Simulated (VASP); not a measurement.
LaRe: single point with r2SCAN

LaRe:

```xyz
2
Lattice="3.5733 0.0000 0.0000 0.0000 3.5733 0.0000 0.0000 0.0000 3.5733" Properties=species:S:1:pos:R:3 pbc="T T T"
La    0.0000    0.0000    0.0000
Re    1.7867    1.7867    1.7867
```

| Property | Result |
| --- | --- |
| Program | VASP 6.6.1 |
| Task | single point |
| Functional | r2SCAN |
| Potentials or basis | VASP PAW PBE potentials, release 64 (La, Re) |
| Cutoff | 520 eV |
| k mesh | 10 × 10 × 10 |
| Occupations | tetrahedron |
| Spin | no spin polarisation |
| Dipole correction | no |
| Further INCAR settings | ALGO = Normal; EDIFF = 1e-06; NBANDS = 16 |

| Property | Result |
| --- | --- |
| Pressure | 0.0 GPa |
| Band gap on the k mesh | zero (bands 9 and 10 overlap by 2.31 eV) |

Levels at points of the mesh, in eV from the Fermi level:
```csv
k point,band 5,band 6,band 7,band 8,band 9,band 10,band 11,band 12,band 13,band 14
"(0.00, 0.00, 0.00)",-5.20,-3.25,-3.25,-0.15,-0.15,-0.15,3.88,3.88,3.88,3.96
"(0.50, 0.00, 0.00)",-2.01,-1.68,-1.05,-0.14,-0.14,0.13,0.88,1.66,2.80,2.80
"(0.50, 0.50, 0.00)",-4.38,-2.46,-1.65,-1.65,1.66,1.80,2.72,2.72,3.93,3.99
"(0.50, 0.50, 0.50)",-1.03,-1.03,-1.03,-0.15,-0.15,-0.15,1.55,1.89,1.89,4.07
```

It took 4.6 min on 1 thread of AMD EPYC 7R43 64-Core Processor (Zen 3), with other jobs on the host, peak memory 0.18 GiB.

Caveat: the PAW data sets were made with another functional, which shifts forces and pressure a little; spin-orbit coupling is left out, which moves the levels of the heavy elements; tetrahedron occupations give inexact forces and stress in metals.
